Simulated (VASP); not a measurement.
The system is Al.

```
Al
1.0
     0.00000    2.02479    2.02479
     2.02479    0.00000    2.02479
     2.02479    2.02479    0.00000
Al
1
Direct
  0.00000 0.00000 0.00000
```

```yaml
Program: VASP 6.6.1
Task: relaxation of cell and atoms
Functional: LDA
Potentials_or_basis: VASP PAW LDA potentials, release 64 (Al)
Cutoff: 600 eV
k_mesh: 16 × 16 × 16
Occupations: fermi-dirac, width 0.05 eV
Spin: no spin polarisation
```

At the start: pressure -3.7 GPa; volume 16.60 Å³/atom.

How do energy, volume and symmetry change on relaxing?

Over 3 steps the energy falls by 9.5 meV/atom and the volume is 15.81 Å³/atom (-4.7 %); space group Fm-3m (No. 225, to 0.05 Å).

The path:
| step | energy change (eV) | largest force (eV/Å) | pressure (GPa) | volume (Å³) |
| --- | --- | --- | --- | --- |
| 1 | 0.0000 | 0.0000 | -3.69 | 16.60 |
| 2 | -0.0093 | 0.0000 | 0.64 | 15.70 |
| 3 | -0.0095 | 0.0000 | 0.01 | 15.81 |

Final structure:
```
Al
1.0
     0.00000    1.99225    1.99225
     1.99225    0.00000    1.99225
     1.99225    1.99225    0.00000
Al
1
Direct
  0.00000 0.00000 0.00000
```
